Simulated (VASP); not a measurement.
# Si3H2C4 in VASP: a series of runs

The runs below take Si3H2C4 through single point, with PBEsol.

Program: VASP 6.6.1. These are calculated values, not measurements. Logs are shortened: lines on timing, memory, paths and dates and some standing lists are left out, and cuts for length are marked.

## 1. The cell of the first run

The cell holds a slab with vacuum, 18 atoms: a = 6.161 Å, b = 3.081 Å, c = 20.037 Å, α = 90.00°, β = 90.00°, γ = 90.00°.

## 2. Single point, PBEsol

Input file INCAR:

```
PREC     = Accurate       # precision mode
ENCUT    = 520            # plane-wave cutoff, eV
EDIFF    = 1E-7           # SCF threshold, eV
ISMEAR   = 0              # smearing method
SIGMA    = 0.05           # smearing width, eV
LREAL    = Auto         
LASPH    = T              # aspherical terms in the spheres
NELM     = 60             # most SCF steps
ALGO     = Normal         # electronic algorithm
ISIF     = 2              # what is computed and relaxed
LWAVE    = F              # write WAVECAR
LCHARG   = F              # write CHGCAR
LDIPOL   = T            
IDIPOL   = 3            
DIPOL    = 0.5 0.5 0.350
GGA      = PS             # functional
NBANDS   = 45             # bands
```

Input file KPOINTS:

```
Automatic mesh
0
Gamma
  4 8 1
```

Input file POSCAR:

```
Si3H2C4
1.0
    6.1612406585      0.0000000000      0.0000000000
    0.0000000000      3.0806203293      0.0000000000
    0.0000000000      0.0000000000     20.0373883794
C Si H
8 6 4
Direct
    0.5000000000      0.5000000000      0.2321862369
    0.0000000000      0.5000000000      0.2321862369
    0.7500000000      0.0000000000      0.3408993827
    0.2500000000      0.0000000000      0.3408993827
   -0.0156065537      0.5000000000      0.4586774980
    0.5110536116      0.5000000000      0.4390432842
    0.3913121030      0.0000000000      0.5252857264
    0.5956768634      0.0000000000      0.5606695792
    0.2500000000      0.5000000000      0.2865428098
    0.7500000000      0.5000000000      0.2865428098
    0.5032851268      0.0000000000      0.3902362207
   -0.0084712316      0.0000000000      0.3993025897
    0.7064301079      0.5000000000      0.5141035951
    0.2633644980      0.5000000000      0.4950419461
    0.5000000000      0.2248963861      0.1983620084
    0.5000000000      0.7751036139      0.1983620084
    0.0000000000      0.7747262802      0.1982371399
    0.0000000000      0.2252737198      0.1982371399
```

Potentials or basis: VASP PAW PBE potentials, release 64 (C, Si, H).

On the command line:

```sh
> cat potpaw_PBE.64/C/POTCAR potpaw_PBE.64/Si/POTCAR potpaw_PBE.64/H/POTCAR > POTCAR
> mpirun -np 1 vasp_std > vasp.out
```

OUTCAR:

```text
PREC = Accurate
   ENCUT = 520
   EDIFF = 1E-7
   ISMEAR = 0
   LREAL = Auto
   LASPH = T
   NELM = 60
   ISIF = 2
   GGA = PS

 ion  position               nearest neighbor table
   1  0.500  0.500  0.232-  15 1.09  16 1.09   9 1.89  10 1.89
   2  0.000  0.500  0.232-  17 1.09  18 1.09   9 1.89  10 1.89
   3  0.750  0.000  0.341-  11 1.81  10 1.89  10 1.89  12 1.89
   4  0.250  0.000  0.341-  11 1.85   9 1.89   9 1.89  12 1.98
   5  0.984  0.500  0.459-  14 1.87  12 1.95  12 1.95  13 2.04
   6  0.511  0.500  0.439-  11 1.83  11 1.83  14 1.89  13 1.93
   7  0.391  0.000  0.525-   8 1.45  14 1.83  14 1.83  13 2.49  13 2.49
   8  0.596  0.000  0.561-   7 1.45  13 1.93  13 1.93
   9  0.250  0.500  0.287-   1 1.89   2 1.89   4 1.89   4 1.89  11 3.02  11 3.02  10 3.08  10 3.08

  10  0.750  0.500  0.287-   1 1.89   2 1.89   3 1.89   3 1.89  11 3.00  11 3.00   9 3.08   9 3.08
                            12 3.11  12 3.11
  11  0.503  0.000  0.390-   3 1.81   6 1.83   6 1.83   4 1.85  14 2.99  14 2.99  10 3.00  10 3.00
                            12 3.01   9 3.02   9 3.02
  12  0.992  0.000  0.399-   3 1.89   5 1.95   5 1.95   4 1.98  14 2.98  14 2.98  11 3.01  10 3.11
                            10 3.11
  13  0.706  0.500  0.514-   8 1.93   8 1.93   6 1.93   5 2.04   7 2.49   7 2.49  14 2.76
  14  0.263  0.500  0.495-   7 1.83   7 1.83   5 1.87   6 1.89  13 2.76  12 2.98  12 2.98  11 2.99
                            11 2.99
  15  0.500  0.225  0.198-   1 1.09
  16  0.500  0.775  0.198-   1 1.09
  17  0.000  0.775  0.198-   2 1.09
  18  0.000  0.225  0.198-   2 1.09

  LATTYP: Found a simple orthorhombic cell.
 ALAT       =     3.0806203293
 B/A-ratio  =     2.0000000000
 C/A-ratio  =     6.5043355680

  Lattice vectors:

 A1 = (   0.0000000000,  -3.0806203293,   0.0000000000)
 A2 = (   6.1612406585,   0.0000000000,   0.0000000000)
 A3 = (   0.0000000000,   0.0000000000,  20.0373883794)

Analysis of symmetry for initial positions (statically):
=====================================================================
 Subroutine PRICEL returns:
 Original cell was already a primitive cell.

 Routine SETGRP: Setting up the symmetry group for a
 simple orthorhombic supercell.

 Subroutine GETGRP returns: Found  2 space group operations
 (whereof  2 operations were pure point group operations)
 out of a pool of  8 trial point group operations.

The static configuration has the point symmetry C_1h.

Analysis of symmetry for dynamics (positions and initial velocities):
=====================================================================
 Subroutine PRICEL returns:
 Original cell was already a primitive cell.

 Routine SETGRP: Setting up the symmetry group for a
 simple orthorhombic supercell.

 Subroutine GETGRP returns: Found  2 space group operations
 (whereof  2 operations were pure point group operations)
 out of a pool of  8 trial point group operations.

The dynamic configuration has the point symmetry C_1h.

 Subroutine INISYM returns: Found  2 space group operations
 (whereof  2 operations are pure point group operations),
 and found     1 'primitive' translations

----------------------------------------------------------------------------------------

                                     Primitive cell

  volume of cell :     380.3185

  direct lattice vectors                    reciprocal lattice vectors
     6.161240658  0.000000000  0.000000000     0.162304973  0.000000000  0.000000000
     0.000000000  3.080620329  0.000000000     0.000000000  0.324609946  0.000000000
     0.000000000  0.000000000 20.037388379     0.000000000  0.000000000  0.049906703

  length of vectors
     6.161240658  3.080620329 20.037388379     0.162304973  0.324609946  0.049906703

  position of ions in fractional coordinates (direct lattice)
     0.500000000  0.500000000  0.232186237
     0.000000000  0.500000000  0.232186237
     0.750000000  0.000000000  0.340899383
     0.250000000  0.000000000  0.340899383
     0.984393446  0.500000000  0.458677498
     0.511053612  0.500000000  0.439043284
[... 49 lines left out ...]
 non-spin polarized calculation
 Gauss-broadening in eV      SIGMA  =   0.05
  energy-cutoff  :      520.00
  volume of cell :      380.32
 maximum number of plane-waves:     10275
 NGX is ok and might be reduce to    48
   NGX = 23   NGY = 11   NGZ = 75

 dipolmoment           0.000000      0.000000     -0.012276 electrons x Angstroem

 number of electron      59.9999999 magnetization

 dipolmoment           0.000000      0.000000      0.183909 electrons x Angstroem

 Free energy of the ion-electron system (eV)
  ---------------------------------------------------
  ext. energy  EPLUGINS =         0.00000000
  ---------------------------------------------------
  free energy    TOTEN  =      -122.33615777 eV

  energy without entropy =     -122.33476636  energy(sigma->0) =     -122.33546206

 E-fermi :   0.9044     XC(G=0):  -5.2575

 val. band max:        0.8601014445   @ k =   0.0000   0.5000   0.0000
 cond. band min:       0.9356499316   @ k =   0.5000   0.0000   0.0000
 fundamental gap:      0.0755484871
 Fermi energy:         0.9043872241

 k-point     1 :       0.0000    0.0000    0.0000
  band No.  band energies     occupation
      1     -16.0277      2.00000
      2     -14.9117      2.00000
      3     -13.5292      2.00000
      4     -12.6528      2.00000
      5     -12.4409      2.00000
      6     -12.3740      2.00000
[... 34 lines left out ...]
     41       5.6888      0.00000
     42       5.8688      0.00000

 k-point     2 :       0.2500    0.0000    0.0000
  band No.  band energies     occupation
      1     -15.9442      2.00000
      2     -14.7733      2.00000
      3     -13.6530      2.00000
      4     -13.3553      2.00000
      5     -12.7402      2.00000
      6     -11.9326      2.00000
[... 574 lines left out ...]
     41       6.1506      0.00000
     42       6.1634      0.00000

 k-point    15 :       0.5000    0.5000    0.0000
  band No.  band energies     occupation
      1     -13.6289      2.00000
      2     -12.2716      2.00000
      3     -11.9475      2.00000
      4     -11.8434      2.00000
      5     -11.8280      2.00000
      6     -11.6079      2.00000
[... 34 lines left out ...]
     41       5.9526      0.00000
     42       6.5489      0.00000
 [bands above 42 left out]

------------------------ aborting loop because EDIFF is reached ----------------------------------------

 vacuum level on the upper side and lower side of the slab       (xc-potential included)         0.735        -0.957

  FORCE on cell =-STRESS in cart. coord.  units (eV):
  Direction    XX          YY          ZZ          XY          YZ          ZX
  --------------------------------------------------------------------------------------
  -------------------------------------------------------------------------------------
  Total       -1.5026506     15.4171786     -0.9320266      0.0000000      0.0000000      0.0335383
  in kB       -6.3302536     64.9483347     -3.9263719      0.0000000      0.0000000      0.1412875
  external PRESSURE =      18.2305697 kB  Pullay stress =       0.0000000 kB

 VOLUME and BASIS-vectors are now :
 -----------------------------------------------------------------------------
  energy-cutoff  :      520.00
  volume of cell :      380.32
      direct lattice vectors                 reciprocal lattice vectors
     6.161240658  0.000000000  0.000000000     0.162304973  0.000000000  0.000000000
     0.000000000  3.080620329  0.000000000     0.000000000  0.324609946  0.000000000
     0.000000000  0.000000000 20.037388379     0.000000000  0.000000000  0.049906703

 POSITION                                       TOTAL-FORCE (eV/Angst)
 -----------------------------------------------------------------------------------
      3.08062      1.54031      4.65241         0.005119      0.000000      0.743646
      0.00000      1.54031      4.65241        -0.000087      0.000000      0.529933
      4.62093      0.00000      6.83073         1.080169      0.000000     -1.005176
      1.54031      0.00000      6.83073        -1.099274      0.000000      0.145957
      6.06508      1.54031      9.19070         0.002612      0.000000      0.033098
      3.14872      1.54031      8.79728         0.011183      0.000000     -0.008563
[... 10 lines left out ...]
      0.00000      2.38664      3.97215         0.005686      0.028533     -0.024218
      0.00000      0.69398      3.97215         0.005686     -0.028533     -0.024218
 -----------------------------------------------------------------------------------
    total drift:                               -0.005758      0.000000     -0.005440

  FREE ENERGIE OF THE ION-ELECTRON SYSTEM (eV)
  ---------------------------------------------------
  free  energy   TOTEN  =      -122.3361577676 eV

  energy  without entropy=     -122.3347663594  energy(sigma->0) =     -122.33546206

 vacuum level on the upper side and lower side of the slab         5.793         4.054
```

Wall time 4.9 min (1 thread of AMD EPYC 9R45 (Zen 5), shared host); peak memory 0.48 GiB.

Results:

```yaml
Free_energy: -122.3362 eV
Largest_force: 4.606 eV/Å
Band_gap_on_the_k_mesh: zero (band 30 reaches 0.94 eV, above the bottom of band 31 at 0.86 eV)
```

Forces in eV/Å, atoms in the order of the input:
```
C    0.005  0.000  0.744
C    0.000  0.000  0.530
C    1.080  0.000 -1.005
C   -1.099  0.000  0.146
C    0.003  0.000  0.033
C    0.011  0.000 -0.009
C   -0.054  0.000  4.605
C    0.045  0.000 -3.745
Si  -0.517  0.000 -0.547
Si   0.512  0.000 -0.614
Si   0.016  0.000 -0.002
Si  -0.012  0.000 -0.016
Si   0.019  0.000 -0.037
Si  -0.016  0.000  0.008
H   -0.002 -0.028 -0.022
H   -0.002  0.028 -0.022
H    0.006  0.029 -0.024
H    0.006 -0.029 -0.024
```

Caveat: the PAW data sets were made with another functional, which shifts forces and pressure a little.

## 3. Single point, PBEsol

Input file INCAR:

```
SYSTEM = Si3H2C4
  PREC = Accurate
  ENCUT = 520
  EDIFF = 1E-6
  ISMEAR = 0
  SIGMA = 0.05
  LREAL = Auto
  LASPH = .True.
  NELM = 100
  ALGO = Normal
  ISIF = 2
  LWAVE = .False.
  LCHARG = .False.
  LDIPOL = .True.
  IDIPOL = 3
  DIPOL = 0.5 0.5 0.351
  GGA = PS
  NBANDS = 45
```

Input file KPOINTS:

```
Automatic mesh
0
Gamma
  4 8 1
  0 0 0
```

Input file POSCAR:

```
Si3H2C4
1.0
    6.1612406585      0.0000000000      0.0000000000
    0.0000000000      3.0806203293      0.0000000000
    0.0000000000      0.0000000000     20.0373883794
C Si H
8 6 4
Direct
    0.5000000000      0.5000000000      0.2321862369
    0.0000000000      0.5000000000      0.2321862369
    0.7500000000      0.0000000000      0.3408993827
    0.2500000000      0.0000000000      0.3408993827
   -0.0150818191      0.5000000000      0.4605582664
    0.5093101860      0.5000000000      0.4417796081
    0.3888672811      0.0000000000      0.5322227582
    0.5916715798      0.0000000000      0.5676066110
    0.2500000000      0.5000000000      0.2865428098
    0.7500000000      0.5000000000      0.2865428098
    0.5032600233      0.0000000000      0.3917444337
   -0.0081909557      0.0000000000      0.4002997253
    0.7062517363      0.5000000000      0.5164266845
    0.2636798878      0.5000000000      0.4980446362
    0.5000000000      0.2248963861      0.1983620084
    0.5000000000      0.7751036139      0.1983620084
    0.0000000000      0.7747262802      0.1982371399
    0.0000000000      0.2252737198      0.1982371399
```

Potentials or basis: VASP PAW PBE potentials, release 64 (C, Si, H).

On the command line:

```sh
> cat potpaw_PBE.64/C/POTCAR potpaw_PBE.64/Si/POTCAR potpaw_PBE.64/H/POTCAR > POTCAR
> mpirun -np 1 vasp_std > vasp.out
```

Run time: 4.6 min. Hardware: 1 thread of AMD EPYC 9R45 (Zen 5), shared host; peak memory 0.48 GiB.

Results (log left out):

```yaml
Free_energy: -122.3780 eV
Largest_force: 4.104 eV/Å
Band_gap_on_the_k_mesh: zero (band 30 reaches 1.18 eV, above the bottom of band 31 at 0.74 eV)
```

Forces on the atoms (eV/Å):
```
C    0.006  0.000  0.744
C   -0.002  0.000  0.548
C    0.899  0.000 -0.546
C   -0.911  0.000  0.437
C   -0.004  0.000  0.012
C    0.002  0.000 -0.011
C   -0.056  0.000  4.038
C    0.064  0.000 -4.103
Si  -0.475  0.000 -0.489
Si   0.474  0.000 -0.563
Si  -0.004  0.000  0.002
Si   0.002  0.000 -0.006
Si   0.011  0.000  0.011
Si  -0.016  0.000  0.017
H    0.000 -0.030 -0.024
H    0.000  0.030 -0.024
H    0.005  0.029 -0.022
H    0.005 -0.029 -0.022
```

Levels at points of the mesh, in eV from the Fermi level:
```
           k point  band 27  band 28  band 29  band 30  band 31  band 32  band 33  band 34
(0.00, 0.00, 0.00)    -1.91    -1.85    -1.58    -0.03     0.19     0.96     2.27     2.60
(0.50, 0.00, 0.00)    -2.14    -1.83    -1.83     0.14     0.24     2.21     2.56     2.66
(0.00, 0.50, 0.00)    -2.56    -2.37    -2.26    -1.89    -0.30     1.16     2.00     2.98
(0.50, 0.50, 0.00)    -3.65    -3.41    -2.55    -2.47     0.33     1.98     2.17     2.70
```

Caveat: the PAW data sets were made with another functional, which shifts forces and pressure a little.

## 4. Single point, PBEsol

Input file INCAR:

```
SYSTEM = Si3H2C4
ALGO = Normal ; DIPOL = 0.5 0.5 0.351
EDIFF = 1E-7 ; ENCUT = 520
GGA = PS ; IDIPOL = 3
ISIF = 2 ; ISMEAR = 0
LASPH = .True. ; LCHARG = .False.
LDIPOL = .True. ; LREAL = Auto
LWAVE = .False. ; NBANDS = 45
NELM = 100 ; PREC = Accurate
SIGMA = 0.05
```

Input file KPOINTS:

```
k-points
0
Gamma
  4 8 1
  0 0 0
```

Input file POSCAR:

```
Si3H2C4
1.0
    6.1612406585      0.0000000000      0.0000000000
    0.0000000000      3.0806203293      0.0000000000
    0.0000000000      0.0000000000     20.0373883794
C Si H
8 6 4
Direct
    0.5000000000      0.5000000000      0.2321862369
    0.0000000000      0.5000000000      0.2321862369
    0.7500000000      0.0000000000      0.3408993827
    0.2500000000      0.0000000000      0.3408993827
   -0.0178731969      0.5000000000      0.4596874944
    0.5127410109      0.5000000000      0.4404062122
    0.3915646352      0.0000000000      0.5252857264
    0.5889332658      0.0000000000      0.5676066110
    0.2500000000      0.5000000000      0.2865428098
    0.7500000000      0.5000000000      0.2865428098
    0.5039519291      0.0000000000      0.3908659916
   -0.0100993279      0.0000000000      0.4000668015
    0.7011845606      0.5000000000      0.5182747683
    0.2615693983      0.5000000000      0.4952979917
    0.5000000000      0.2248963861      0.1983620084
    0.5000000000      0.7751036139      0.1983620084
    0.0000000000      0.7747262802      0.1982371399
    0.0000000000      0.2252737198      0.1982371399
```

On the command line:

```sh
> cat potpaw_PBE.64/C/POTCAR potpaw_PBE.64/Si/POTCAR potpaw_PBE.64/H/POTCAR > POTCAR
> mpirun -np 1 vasp_std > vasp.out
```

It took 5.7 min on 1 thread of AMD EPYC 9R45 (Zen 5), shared host; peak memory 0.48 GiB.

It converged, with:

```yaml
Free_energy: -121.7394 eV
Largest_force: 5.161 eV/Å
Band_gap_on_the_k_mesh: zero (band 30 reaches 1.03 eV, above the bottom of band 31 at 0.86 eV)
```

Forces on the atoms (eV/Å):
```
C    0.006  0.000  0.741
C   -0.001  0.000  0.538
C    0.997  0.000 -0.899
C   -1.007  0.000  0.383
C    0.005  0.000  0.020
C    0.000  0.000 -0.016
C   -0.045  0.000  5.161
C    0.039  0.000 -4.773
Si  -0.500  0.000 -0.494
Si   0.494  0.000 -0.588
Si  -0.007  0.000  0.007
Si   0.014  0.000  0.012
Si   0.026  0.000  0.000
Si  -0.026  0.000  0.000
H   -0.002 -0.028 -0.023
H   -0.002  0.028 -0.023
H    0.005  0.028 -0.023
H    0.005 -0.028 -0.023
```

Levels at points of the mesh, in eV from the Fermi level:
| k point | band 26 | band 27 | band 28 | band 29 | band 30 | band 31 | band 32 | band 33 | band 34 | band 35 |
| --- | --- | --- | --- | --- | --- | --- | --- | --- | --- | --- |
| (0.00, 0.00, 0.00) | -2.31 | -1.82 | -1.75 | -1.49 | -0.13 | 0.08 | 1.03 | 2.27 | 2.61 | 2.96 |
| (0.50, 0.00, 0.00) | -2.51 | -2.10 | -1.76 | -1.71 | 0.03 | 0.12 | 2.27 | 2.63 | 2.68 | 3.29 |
| (0.00, 0.50, 0.00) | -2.66 | -2.42 | -2.36 | -2.11 | -1.87 | -0.14 | 1.22 | 1.95 | 3.00 | 3.07 |
| (0.50, 0.50, 0.00) | -3.94 | -3.57 | -3.37 | -2.31 | -2.30 | 0.37 | 2.12 | 2.18 | 2.78 | 3.12 |

Caveat: the PAW data sets were made with another functional, which shifts forces and pressure a little.

## 5. Single point, PBEsol

Input file INCAR:

```
SYSTEM = Si3H2C4
PREC = Accurate ; ENCUT = 520
EDIFF = 1E-7 ; ISMEAR = 0
SIGMA = 0.05 ; LREAL = Auto
LASPH = .TRUE. ; NELM = 80
ALGO = Normal ; ISIF = 2
LWAVE = .FALSE. ; LCHARG = .TRUE.
LDIPOL = .TRUE. ; IDIPOL = 3
DIPOL = 0.5 0.5 0.349 ; GGA = PS
LELF = .TRUE. ; LVHAR = .TRUE.
LVACPOTAV = .TRUE. ; NBANDS = 45
```

Input file KPOINTS:

```
Automatic mesh
0
G
  4 8 1
  0 0 0
```

Input file POSCAR:

```
Si3H2C4
1.0
    6.1612406585      0.0000000000      0.0000000000
    0.0000000000      3.0806203293      0.0000000000
    0.0000000000      0.0000000000     20.0373883794
C Si H
8 6 4
Direct
    0.5000000000      0.5000000000      0.2321862369
    0.0000000000      0.5000000000      0.2321862369
    0.7500000000      0.0000000000      0.3408993827
    0.2500000000      0.0000000000      0.3408993827
   -0.0064194117      0.5000000000      0.4571993796
    0.5050476390      0.5000000000      0.4376242025
    0.3887884945      0.0000000000      0.5322227582
    0.6093589789      0.0000000000      0.5467955156
    0.2500000000      0.5000000000      0.2865428098
    0.7500000000      0.5000000000      0.2865428098
    0.5013687101      0.0000000000      0.3896340918
   -0.0035262474      0.0000000000      0.3980984486
    0.7182685621      0.5000000000      0.5058420464
    0.2705212996      0.5000000000      0.4979639440
    0.5000000000      0.2248963861      0.1983620084
    0.5000000000      0.7751036139      0.1983620084
    0.0000000000      0.7747262802      0.1982371399
    0.0000000000      0.2252737198      0.1982371399
```

On the command line:

```sh
> cat potpaw_PBE.64/C/POTCAR potpaw_PBE.64/Si/POTCAR potpaw_PBE.64/H/POTCAR > POTCAR
> mpirun -np 1 vasp_std > vasp.out
```

Wall time 5.5 min (1 thread of AMD EPYC 9R45 (Zen 5), shared host); peak memory 0.48 GiB.

It converged, with:

- Free energy: -123.4878 eV
- Largest force: 2.322 eV/Å
- Band gap on the k mesh: 0.04 eV, indirect (least direct gap 0.88 eV)

Forces in eV/Å, atoms in the order of the input:
```
C    0.001  0.000  0.743
C    0.000  0.000  0.521
C    1.159  0.000 -0.880
C   -1.179  0.000 -0.359
C    0.003  0.000  0.022
C    0.007  0.000 -0.016
C   -0.054  0.000  2.321
C    0.067  0.000 -1.025
Si  -0.520  0.000 -0.604
Si   0.516  0.000 -0.629
Si   0.020  0.000  0.000
Si  -0.002  0.000 -0.003
Si   0.019  0.000 -0.020
Si  -0.038  0.000  0.019
H   -0.002 -0.027 -0.020
H   -0.002  0.027 -0.020
H    0.002  0.028 -0.025
H    0.002 -0.028 -0.025
```

Levels at points of the mesh, in eV from the valence-band top:
| k point | band 28 | band 29 | band 30 | band 31 | band 32 | band 33 |
| --- | --- | --- | --- | --- | --- | --- |
| (0.00, 0.00, 0.00) | -1.42 | -1.34 | -0.23 | 0.83 | 1.39 | 2.76 |
| (0.50, 0.00, 0.00) | -1.52 | -1.35 | 0.00 | 0.88 | 2.40 | 2.97 |
| (0.00, 0.50, 0.00) | -2.09 | -2.07 | -1.58 | 0.04 | 1.57 | 2.86 |
| (0.50, 0.50, 0.00) | -2.85 | -2.40 | -1.99 | 0.71 | 2.39 | 2.75 |

Caveat: the PAW data sets were made with another functional, which shifts forces and pressure a little.
